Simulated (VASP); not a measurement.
# LiF (Griceite) (Fm-3m) in VASP: notebook

Aim: see how the results for LiF (Griceite) move with the level of theory and the settings. Levels: LDA, PBE-based screened hybrid. Tasks: single point.

All numbers are computed with VASP 6.6.1; they aren't measurements. Logs are shortened: lines on timing, memory, paths and dates and some standing lists are left out, and cuts for length are marked.

## (1) The cell of the first run

It takes space group Fm-3m (No. 225, cubic). Conventional cell: a = 4.081 Å, b = 4.081 Å, c = 4.081 Å, α = 90.00°, β = 90.00°, γ = 90.00°. F (site symmetry m-3m) has 6 Li at 2.04 Å within 2.7 Å. Li (site symmetry m-3m) has 6 F at 2.04 Å within 2.7 Å.

## (2) Single point, LDA (volume scaled by 1.04)

Contents of INCAR:

```
SYSTEM = LiF
PREC = Accurate
ENCUT = 520
EDIFF = 1E-6
ISMEAR = -1
SIGMA = 0.05
LREAL = .FALSE.
LASPH = .TRUE.
NELM = 60
ALGO = Normal
ISIF = 2
LWAVE = .FALSE.
LCHARG = .FALSE.
NBANDS = 12
```

Contents of KPOINTS:

```
regular mesh
0
G
  11 11 11
  0 0 0
```

Contents of POSCAR:

```
LiF
1.0
    0.0000000000      2.0405030393      2.0405030393
    2.0405030393      0.0000000000      2.0405030393
    2.0405030393      2.0405030393      0.0000000000
F Li
1 1
Direct
    0.5000000000      0.5000000000      0.5000000000
    0.0000000000      0.0000000000      0.0000000000
```

Potentials or basis: VASP PAW LDA potentials, release 64 (F, Li_sv).

Command:

```
> cat potpaw_LDA.64/F/POTCAR potpaw_LDA.64/Li_sv/POTCAR > POTCAR
> mpirun -np 1 vasp_std > vasp.out
```

OUTCAR:

```text
SYSTEM = LiF
   PREC = Accurate
   ENCUT = 520
   EDIFF = 1E-6
   ISMEAR = -1
   LREAL = .FALSE.
   LASPH = .TRUE.
   NELM = 60
   ISIF = 2

 ion  position               nearest neighbor table
   1  0.500  0.500  0.500-   2 2.04   2 2.04   2 2.04   2 2.04   2 2.04   2 2.04
   2  0.000  0.000  0.000-   1 2.04   1 2.04   1 2.04   1 2.04   1 2.04   1 2.04

  LATTYP: Found a face centered cubic cell.
 ALAT       =     4.0810060786

  Lattice vectors:

 A1 = (   0.0000000000,   2.0405030393,   2.0405030393)
 A2 = (   2.0405030393,   0.0000000000,   2.0405030393)
 A3 = (   2.0405030393,   2.0405030393,   0.0000000000)

Analysis of symmetry for initial positions (statically):
=====================================================================
 Subroutine PRICEL returns:
 Original cell was already a primitive cell.

 Routine SETGRP: Setting up the symmetry group for a
 face centered cubic supercell.

 Subroutine GETGRP returns: Found 48 space group operations
 (whereof 48 operations were pure point group operations)
 out of a pool of 48 trial point group operations.

The static configuration has the point symmetry O_h .

Analysis of symmetry for dynamics (positions and initial velocities):
=====================================================================
 Subroutine PRICEL returns:
 Original cell was already a primitive cell.

 Routine SETGRP: Setting up the symmetry group for a
 face centered cubic supercell.

 Subroutine GETGRP returns: Found 48 space group operations
 (whereof 48 operations were pure point group operations)
 out of a pool of 48 trial point group operations.

The dynamic configuration has the point symmetry O_h .

 Subroutine INISYM returns: Found 48 space group operations
 (whereof 48 operations are pure point group operations),
 and found     1 'primitive' translations

----------------------------------------------------------------------------------------

                                     Primitive cell

  volume of cell :      16.9919

  direct lattice vectors                    reciprocal lattice vectors
     0.000000000  2.040503039  2.040503039    -0.245037616  0.245037616  0.245037616
     2.040503039  0.000000000  2.040503039     0.245037616 -0.245037616  0.245037616
     2.040503039  2.040503039  0.000000000     0.245037616  0.245037616 -0.245037616

  length of vectors
     2.885707072  2.885707072  2.885707072     0.424417601  0.424417601  0.424417601

  position of ions in fractional coordinates (direct lattice)
     0.500000000  0.500000000  0.500000000
     0.000000000  0.000000000  0.000000000

  ion indices of the primitive-cell ions
   primitive index   ion index
                 1           1
                 2           2

----------------------------------------------------------------------------------------

 KPOINTS: regular mesh

Automatic generation of k-mesh.
 Grid dimensions read from file:
 generate k-points for:   11   11   11

 Generating k-lattice:

  Cartesian coordinates                     Fractional coordinates (reciprocal lattice)
    -0.022276147  0.022276147  0.022276147     0.090909091  0.000000000  0.000000000
     0.022276147 -0.022276147  0.022276147     0.000000000  0.090909091  0.000000000
     0.022276147  0.022276147 -0.022276147     0.000000000  0.000000000  0.090909091

  Length of vectors
     0.038583418  0.038583418  0.038583418

  Shift w.r.t. Gamma in fractional coordinates (k-lattice)
     0.000000000  0.000000000  0.000000000

 Subroutine IBZKPT returns following result:
 ===========================================

 Found     56 irreducible k-points:

 Following reciprocal coordinates:
            Coordinates               Weight
  0.000000  0.000000  0.000000      1.000000
  0.090909  0.000000  0.000000      8.000000
  0.181818  0.000000  0.000000      8.000000
  0.272727  0.000000  0.000000      8.000000
  0.363636  0.000000  0.000000      8.000000
  0.454545  0.000000  0.000000      8.000000
[... 16 lines left out ...]
 -0.272727  0.181818  0.000000     24.000000
 -0.181818  0.181818  0.000000     12.000000
 [... further k-points ...]
   k-points           NKPTS =     56   k-points in BZ     NKDIM =     56   number of bands    NBANDS=     12
   number of dos      NEDOS =    301   number of ions     NIONS =      2
   total plane-waves  NPLWV =  13824
   dimension x,y,z NGX =    24 NGY =   24 NGZ =   24
   dimension x,y,z NGXF=    48 NGYF=   48 NGZF=   48
   ions per type =               1   1
   NGX,Y,Z   is equivalent  to a cutoff of  13.83, 13.83, 13.83 a.u.
   NGXF,Y,Z  is equivalent  to a cutoff of  27.65, 27.65, 27.65 a.u.
 SYSTEM =  LiF
   PREC   = accura    normal or accurate (medium, high low for compatibility)
   ISTART =      0    job   : 0-new  1-cont  2-samecut
   ICHARG =      2    charge: 1-file 2-atom 10-const
   ISPIN  =      1    spin polarized calculation?
   LNONCOLLINEAR =      F non collinear calculations
   LSORBIT =      F    spin-orbit coupling
   LASPH  =      T    aspherical Exc in radial PAW
   ENCUT  =  520.0 eV  38.22 Ry    6.18 a.u.   5.37  5.37  5.37*2*pi/ulx,y,z
   NELM   =     60;   NELMIN=  2; NELMDL= -5     # of ELM steps
   EDIFF  = 0.1E-05   stopping-criterion for ELM
   LREAL  =      F    real-space projection
   EDIFFG = 0.1E-04   stopping-criterion for IOM
   NSW    =      0    number of steps for IOM
   IBRION =     -1    ionic relax: 0-MD 1-quasi-New 2-CG
   NFREE  =      0    steps in history (QN), initial steepest desc. (CG)
   ISIF   =      2    stress and relaxation
   ISYM   =      2    0-nonsym 1-usesym 2-fastsym
   POTIM  = 0.5000    time-step for ionic-motion
   TEBEG  =    0.0;   TEEND  =   0.0 temperature during run
   PSTRESS=    0.0 pullay stress
   NELECT =      10.0000    total number of electrons
   NUPDOWN=      -1.0000    fix difference up-down
   EMIN   =  10.00;   EMAX   =-10.00  energy-range for DOS
   EFERMI =   0.00;   METHOD = LEGACY
   ISMEAR =    -1;   SIGMA  =   0.05  broadening in eV -4-tet -1-fermi 0-gaus
   EFERMI_NEDOS =   21; number of points for ismear=-14 and -15
   IALGO  =     38    algorithm
   IMIX   =      4    mixing-type and parameters
     AMIX     =   0.40;   BMIX     =  1.00
     AMIX_MAG =   1.60;   BMIX_MAG =  1.00
  volume/ion in A,a.u.               =       8.50        57.33
  Fermi-wavevector in a.u.,A,eV,Ry     =   1.371916  2.592546 25.608261  1.882154
  Thomas-Fermi vector in A             =   2.497570
   LORBIT       =      0    0 simple, 1 ext, 2 COOP (PROOUT), +10 PAW based schemes
   GGA     = CA    functional components
   LHFCALC =     F    Hartree Fock is set to
   AEXX    =    0.0000 exact exchange contribution
   IVDW    =     0    specifies the selected vdW correction
   LEPSILON=     F    determine dielectric tensor
   LRPA    =     F    only Hartree local field effects (RPA)
 non-spin polarized calculation
  energy-cutoff  :      520.00
  volume of cell :       16.99
 maximum number of plane-waves:       471
 NGX is ok and might be reduce to    24
   NGX = 11   NGY = 11   NGZ = 11

 number of electron      10.0000000 magnetization

 number of electron       9.9999994 magnetization

 Free energy of the ion-electron system (eV)
  ---------------------------------------------------
  ext. energy  EPLUGINS =         0.00000000
  ---------------------------------------------------
  free energy    TOTEN  =       -10.44187553 eV

  energy without entropy =      -10.44187553  energy(sigma->0) =      -10.44187553

 E-fermi :  -0.4016     XC(G=0): -10.4755

 val. band max:       -1.5336250445   @ k =   0.0000   0.0000   0.0000
 cond. band min:       6.9567998637   @ k =   0.0000   0.0000   0.0000
 fundamental gap:      8.4904249082
 Fermi energy:        -0.4015606053

 k-point     1 :       0.0000    0.0000    0.0000
  band No.  band energies     occupation
      1     -41.3691      2.00000
      2     -20.9962      2.00000
      3      -1.5336      2.00000
      4      -1.5336      2.00000
      5      -1.5336      2.00000
      6       6.9568      0.00000
      7      21.4253      0.00000
      8      21.4253      0.00000
      9      21.4253      0.00000
     10      21.9906      0.00000
     11      21.9906      0.00000
     12      21.9906      0.00000

 k-point     2 :       0.0909    0.0000    0.0000
  band No.  band energies     occupation
      1     -41.3646      2.00000
      2     -20.9652      2.00000
      3      -1.7707      2.00000
      4      -1.5520      2.00000
      5      -1.5520      2.00000
      6       7.1980      0.00000
      7      19.1776      0.00000
      8      20.4008      0.00000
      9      20.4008      0.00000
     10      22.8488      0.00000
     11      22.8598      0.00000
     12      22.8598      0.00000

 k-point     3 :       0.1818    0.0000    0.0000
  band No.  band energies     occupation
      1     -41.3522      2.00000
      2     -20.8798      2.00000
      3      -2.3569      2.00000
      4      -1.6003      2.00000
      5      -1.6003      2.00000
      6       7.7613      0.00000
      7      16.8800      0.00000
      8      19.0792      0.00000
      9      19.0792      0.00000
     10      23.6537      0.00000
     11      24.0321      0.00000
     12      24.0321      0.00000

 k-point     4 :       0.2727    0.0000    0.0000
  band No.  band energies     occupation
      1     -41.3358      2.00000
      2     -20.7632      2.00000
      3      -3.0464      2.00000
      4      -1.6616      2.00000
      5      -1.6616      2.00000
      6       8.3138      0.00000
      7      15.3333      0.00000
      8      17.9157      0.00000
      9      17.9157      0.00000
     10      24.7769      0.00000
     11      25.4541      0.00000
     12      25.4541      0.00000

 k-point     5 :       0.3636    0.0000    0.0000
  band No.  band energies     occupation
      1     -41.3209      2.00000
      2     -20.6524      2.00000
      3      -3.6267      2.00000
      4      -1.7161      2.00000
      5      -1.7161      2.00000
      6       8.5940      0.00000
      7      14.5942      0.00000
      8      17.0740      0.00000
      9      17.0740      0.00000
     10      26.1335      0.00000
     11      26.9960      0.00000
     12      26.9960      0.00000
[... 228 lines left out ...]
      1     -41.3048      2.00000
      2     -20.4898      2.00000
      3      -3.8715      2.00000
      4      -2.4858      2.00000
      5      -1.9440      2.00000
      6       9.8959      0.00000
      7      13.6624      0.00000
      8      16.6389      0.00000
      9      16.8544      0.00000
     10      24.3763      0.00000
     11      28.7330      0.00000
     12      29.3434      0.00000

 k-point    22 :      -0.3636    0.1818    0.0000
  band No.  band energies     occupation
      1     -41.3076      2.00000
      2     -20.5176      2.00000
      3      -3.7270      2.00000
      4      -2.5643      2.00000
      5      -1.8301      2.00000
      6       9.7845      0.00000
      7      13.6109      0.00000
      8      16.8454      0.00000
      9      16.8777      0.00000
     10      25.9521      0.00000
     11      27.3974      0.00000
     12      27.7254      0.00000

 k-point    23 :      -0.2727    0.1818    0.0000
  band No.  band energies     occupation
      1     -41.3173      2.00000
      2     -20.6030      2.00000
      3      -3.3735      2.00000
      4      -2.4932      2.00000
      5      -1.7033      2.00000
      6       9.4414      0.00000
      7      13.9443      0.00000
      8      17.1749      0.00000
      9      17.2396      0.00000
     10      25.8225      0.00000
     11      25.8602      0.00000
     12      27.2953      0.00000

 k-point    24 :      -0.1818    0.1818    0.0000
  band No.  band energies     occupation
      1     -41.3307      2.00000
      2     -20.7149      2.00000
      3      -2.9630      2.00000
      4      -2.2313      2.00000
      5      -1.6038      2.00000
      6       8.8291      0.00000
      7      14.8387      0.00000
      8      17.5940      0.00000
      9      17.8995      0.00000
     10      24.3628      0.00000
     11      24.6240      0.00000
     12      27.5287      0.00000

 [... further k-points ...]
[... 5 lines left out ...]
  --------------------------------------------------------------------------------------
  -------------------------------------------------------------------------------------
  Total       -0.9287530     -0.9287530     -0.9287530      0.0000000      0.0000000      0.0000000
  in kB      -87.5727678    -87.5727678    -87.5727678      0.0000000      0.0000000      0.0000000
  external PRESSURE =     -87.5727678 kB  Pullay stress =       0.0000000 kB

 VOLUME and BASIS-vectors are now :
 -----------------------------------------------------------------------------
  energy-cutoff  :      520.00
  volume of cell :       16.99
      direct lattice vectors                 reciprocal lattice vectors
     0.000000000  2.040503039  2.040503039    -0.245037616  0.245037616  0.245037616
     2.040503039  0.000000000  2.040503039     0.245037616 -0.245037616  0.245037616
     2.040503039  2.040503039  0.000000000     0.245037616  0.245037616 -0.245037616

 POSITION                                       TOTAL-FORCE (eV/Angst)
 -----------------------------------------------------------------------------------
      2.04050      2.04050      2.04050        -0.000000     -0.000000      0.000000
      0.00000      0.00000      0.00000         0.000000      0.000000     -0.000000
 -----------------------------------------------------------------------------------
    total drift:                               -0.000000     -0.000000      0.000000

  FREE ENERGIE OF THE ION-ELECTRON SYSTEM (eV)
  ---------------------------------------------------
  free  energy   TOTEN  =       -10.4418755295 eV

  energy  without entropy=      -10.4418755295  energy(sigma->0) =      -10.44187553
```

Run time: 12 s. Hardware: 1 thread of Intel Xeon 8259CL, shared host; peak memory 0.12 GiB.

Results:

* Free energy: -10.4419 eV
* Band gap on the k mesh: 8.49 eV, direct

Levels at points of the mesh, in eV from the valence-band top:
```tsv
k point	band 3	band 4	band 5	band 6	band 7	band 8
(0.00, 0.00, 0.00)	0.00	0.00	0.00	8.49	22.96	22.96
```

Caveat: the cutoff is under 1.25 times the usual one of these potentials, so pressure, stress and relaxed cells hold a basis-set (Pulay) error. A k mesh can miss the band edges.

## (3) Single point, LDA (volume scaled by 1.06)

Contents of INCAR:

```
PREC = Accurate
ENCUT = 520
EDIFF = 1E-6
ISMEAR = -1
SIGMA = 0.05
LREAL = False
LASPH = True
NELM = 80
ALGO = Normal
ISIF = 2
LWAVE = False
LCHARG = False
NBANDS = 12
```

Contents of KPOINTS:

```
regular mesh
0
Gamma
  11 11 11
```

Contents of POSCAR:

```
LiF
1.0
    0.0000000000      2.0535002244      2.0535002244
    2.0535002244      0.0000000000      2.0535002244
    2.0535002244      2.0535002244      0.0000000000
F Li
1 1
Direct
    0.5000000000      0.5000000000      0.5000000000
    0.0000000000      0.0000000000      0.0000000000
```

Potentials or basis: VASP PAW LDA potentials, release 64 (F, Li_sv).

Command:

```
> cat potpaw_LDA.64/F/POTCAR potpaw_LDA.64/Li_sv/POTCAR > POTCAR
> mpirun -np 1 vasp_std > vasp.out
```

OUTCAR:

```text
PREC = Accurate
   ENCUT = 520
   EDIFF = 1E-6
   ISMEAR = -1
   LREAL = False
   LASPH = True
   NELM = 80
   ISIF = 2

 ion  position               nearest neighbor table
   1  0.500  0.500  0.500-   2 2.05   2 2.05   2 2.05   2 2.05   2 2.05   2 2.05
   2  0.000  0.000  0.000-   1 2.05   1 2.05   1 2.05   1 2.05   1 2.05   1 2.05

  LATTYP: Found a face centered cubic cell.
 ALAT       =     4.1070004488

  Lattice vectors:

 A1 = (   0.0000000000,   2.0535002244,   2.0535002244)
 A2 = (   2.0535002244,   0.0000000000,   2.0535002244)
 A3 = (   2.0535002244,   2.0535002244,   0.0000000000)

Analysis of symmetry for initial positions (statically):
=====================================================================
 Subroutine PRICEL returns:
 Original cell was already a primitive cell.

 Routine SETGRP: Setting up the symmetry group for a
 face centered cubic supercell.

 Subroutine GETGRP returns: Found 48 space group operations
 (whereof 48 operations were pure point group operations)
 out of a pool of 48 trial point group operations.

The static configuration has the point symmetry O_h .

Analysis of symmetry for dynamics (positions and initial velocities):
[... 163 lines left out ...]
 fundamental gap:      8.3309166399
 Fermi energy:        -0.4567375781

 k-point     1 :       0.0000    0.0000    0.0000
  band No.  band energies     occupation
      1     -41.5230      2.00000
      2     -21.0557      2.00000
      3      -1.6432      2.00000
      4      -1.6432      2.00000
      5      -1.6432      2.00000
      6       6.6877      0.00000
      7      21.0775      0.00000
      8      21.0775      0.00000
      9      21.0775      0.00000
     10      21.6972      0.00000
     11      21.6972      0.00000
     12      21.6972      0.00000
[... 331 lines left out ...]
 k-point    24 :      -0.1818    0.1818    0.0000
  band No.  band energies     occupation
      1     -41.4878      2.00000
      2     -20.7846      2.00000
      3      -3.0436      2.00000
      4      -2.3206      2.00000
      5      -1.7115      2.00000
      6       8.5695      0.00000
      7      14.5907      0.00000
      8      17.2772      0.00000
      9      17.6234      0.00000
     10      24.0393      0.00000
     11      24.2596      0.00000
     12      27.1255      0.00000

 [... further k-points ...]
[... 5 lines left out ...]
  --------------------------------------------------------------------------------------
  -------------------------------------------------------------------------------------
  Total       -1.0404644     -1.0404644     -1.0404644     -0.0000000      0.0000000      0.0000000
  in kB      -96.2550508    -96.2550508    -96.2550508     -0.0000000      0.0000000      0.0000000
  external PRESSURE =     -96.2550508 kB  Pullay stress =       0.0000000 kB

 VOLUME and BASIS-vectors are now :
 -----------------------------------------------------------------------------
  energy-cutoff  :      520.00
  volume of cell :       17.32
      direct lattice vectors                 reciprocal lattice vectors
     0.000000000  2.053500224  2.053500224    -0.243486703  0.243486703  0.243486703
     2.053500224  0.000000000  2.053500224     0.243486703 -0.243486703  0.243486703
     2.053500224  2.053500224  0.000000000     0.243486703  0.243486703 -0.243486703

 POSITION                                       TOTAL-FORCE (eV/Angst)
 -----------------------------------------------------------------------------------
      2.05350      2.05350      2.05350         0.000000      0.000000      0.000000
      0.00000      0.00000      0.00000         0.000000      0.000000      0.000000
 -----------------------------------------------------------------------------------
    total drift:                               -0.000000     -0.000000      0.000000

  FREE ENERGIE OF THE ION-ELECTRON SYSTEM (eV)
  ---------------------------------------------------
  free  energy   TOTEN  =       -10.4239520108 eV

  energy  without entropy=      -10.4239520108  energy(sigma->0) =      -10.42395201
```

Wall time 12 s (1 thread of Intel Xeon 8259CL, shared host); peak memory 0.13 GiB.

Results:

```yaml
Free_energy: -10.4240 eV
Band_gap_on_the_k_mesh: 8.33 eV, direct
```

Caveat: the cutoff is under 1.25 times the usual one of these potentials, so pressure, stress and relaxed cells hold a basis-set (Pulay) error. A k mesh can miss the band edges.

(Continued in part 2 of 2.)
